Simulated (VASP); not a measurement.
Crystal: BaTiO3.

```
CELL_PARAMETERS angstrom
3.99980 0.00000 0.00000
0.00000 3.99980 0.00000
0.00000 0.00000 4.01800
ATOMIC_POSITIONS crystal
Ba 0.00000 0.00000 0.00000
Ti 0.50000 0.50000 0.49000
O 0.50000 0.50000 0.01900
O 0.50000 0.00000 0.51700
O 0.00000 0.50000 0.51700
```

| Quantity | Value |
| --- | --- |
| Program | VASP 6.6.1 |
| Task | relaxation of cell and atoms |
| Functional | PBE |
| Potentials or basis | VASP PAW PBE potentials, release 64 (Ba_sv, Ti_sv, O) |
| Cutoff | 600 eV |
| k mesh | 8 × 8 × 8 |
| Occupations | gaussian, width 0.02 eV |
| Spin | no spin polarisation |
| Hubbard terms | Ti d U = 4.0 eV |

At the start: pressure 7.3 GPa; volume 12.86 Å³/atom.

Q: How do energy, volume and symmetry change on relaxing?

A: Over 27 steps the energy falls by 14.0 meV/atom and the volume is 13.35 Å³/atom (+3.8 %); space group P4mm (No. 99, to 0.1 Å) before, Pm-3m (No. 221, to 0.1 Å).

The path:
```
step  energy change (eV)  largest force (eV/Å)  pressure (GPa)  volume (Å³)
   1              0.0000                0.4710            7.28        64.28
   2             -0.0040                0.2915           -6.26        69.87
   3             -0.0637                0.1303           -0.16        67.02
   4             -0.0637                0.1357           -0.03        66.97
   5             -0.0658                0.0895            0.01        66.94
   6             -0.0667                0.0885            0.06        66.91
   7             -0.0674                0.0698           -0.13        66.96
   8             -0.0683                0.0278           -0.66        67.10
   9             -0.0685                0.0320           -0.57        67.05
  10             -0.0692                0.0440           -0.28        66.90
  11             -0.0692                0.0664            0.33        66.60
  12             -0.0694                0.0564            0.04        66.74
  13             -0.0695                0.0524            0.04        66.73
  14             -0.0697                0.0399            0.07        66.71
  15             -0.0699                0.0175            0.12        66.67
  16             -0.0698                0.0463            0.29        66.59
  17             -0.0700                0.0119            0.18        66.64
  18             -0.0700                0.0166           -0.15        66.78
  19             -0.0700                0.0148           -0.02        66.72
  20             -0.0700                0.0107           -0.02        66.72
  21             -0.0700                0.0082           -0.02        66.72
  22             -0.0701                0.0073            0.04        66.70
  23             -0.0701                0.0071            0.04        66.69
  24             -0.0701                0.0059            0.03        66.70
  25             -0.0701                0.0084            0.00        66.71
  26             -0.0701                0.0070           -0.01        66.72
  27             -0.0701                0.0028           -0.06        66.73
```

Final structure:
```cif
data_structure
_symmetry_space_group_name_H-M 'P 1'
_symmetry_Int_Tables_number 1
_cell_length_a 4.0561
_cell_length_b 4.0561
_cell_length_c 4.0562
_cell_angle_alpha 90.000
_cell_angle_beta 90.000
_cell_angle_gamma 90.000
_cell_volume 66.73
loop_
_atom_site_label
_atom_site_type_symbol
_atom_site_fract_x
_atom_site_fract_y
_atom_site_fract_z
_atom_site_occupancy
Ba1 Ba 0.00000 0.00000 0.00836 1
Ti1 Ti 0.50000 0.50000 0.50809 1
O1 O 0.50000 0.50000 0.00901 1
O2 O 0.50000 0.00000 0.50876 1
O3 O 0.00000 0.50000 0.50876 1
```
